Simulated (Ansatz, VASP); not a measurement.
CoO in VASP and in Ansatz

INCAR

```
SYSTEM = CoO
ALGO     = Normal         ! electronic algorithm
EDIFF    = 1E-7           ! SCF threshold, eV
ENCUT    = 520            ! plane-wave cutoff, eV
GGA      = PS             ! functional
ISIF     = 2              ! what is computed and relaxed
ISMEAR   = -1             ! smearing method
ISPIN    = 2              ! spin polarisation
LASPH    = .TRUE.         ! aspherical terms in the spheres
LCHARG   = .FALSE.        ! write CHGCAR
LMAXMIX  = 4              ! l up to which the mixer works
LORBIT   = 11             ! projections on sites
LREAL    = .FALSE.        ! projectors in reciprocal space
LWAVE    = .FALSE.        ! write WAVECAR
MAGMOM   = 0 0            ! initial moments
NBANDS   = 18             ! bands
NELM     = 150            ! most SCF steps
NUPDOWN  = 0.0            ! fixed moment
PREC     = Accurate       ! precision mode
SIGMA    = 0.05           ! smearing width, eV
```

The input KPOINTS:

```
k-points
0
G
  9 9 9
  0 0 0
```

POSCAR

```
CoO
1.0
    1.5054695445      0.8691832468      2.4399269062
   -1.5054695445      0.8691832468      2.4399269062
    0.0000000000     -1.7383664936      2.4399269062
Co O
1 1
Direct
    0.0000000000      0.0000000000      0.0000000000
    0.5000000000      0.5000000000      0.5000000000
```

The input input.yaml:

```yaml
crystal:
  lattice:
    - [1.5054695445, 0.8691832468, 2.4399269062]
    - [-1.5054695445, 0.8691832468, 2.4399269062]
    - [0.0, -1.7383664936, 2.4399269062]
  atoms:
    - { symbol: Co, position: [0.0, 0.0, 0.0] }
    - { symbol: O, position: [0.5, 0.5, 0.5] }
hamiltonian:
  xc: pbesol
  pseudopotentials: { kind: paw }
magnetization:
  spin_polarized: true
  initial_magnetization: 0.0
  spin_locking: { lock_magnetization: hard }
kpoints:
  mp_grid: { grid: [9, 9, 9] }
scf:
  occupations: { method: fermi_dirac, width: 0.05 }
  lower_state_search: "off"
output:
  forces: true
  stress: true
  eigenvalues: true
```

Alike in both runs: task single point; functional PBEsol; k mesh 9 × 9 × 9; occupations fermi-dirac, width 0.05 eV; collinear spin; fixed moment 0 μB.

```csv
,VASP,Ansatz
version,VASP 6.6.1,Ansatz 0.2.0
potentials or method,"VASP PAW PBE potentials, release 64 (Co, O)",Ansatz PAW
plane-wave cutoff (eV),520,420
valence electrons in the cell,15,23
```

Ansatz gave:

- pressure (GPa): -27.1
- traceless stress, the component that is largest in VASP (GPa): 0.27
- net moment per atom (μB): 0.00

Problem. Which values does VASP return?

Solution. Pressure (GPa): -27.3; traceless stress, the component that is largest in VASP (GPa): 0.29; net moment per atom (μB): 0.00.

VASP's potentials were made for PBE, not for PBEsol. VASP's potentials hold 15 valence electrons a cell and Ansatz's 23, so a difference there can come from the potentials and not from the codes.
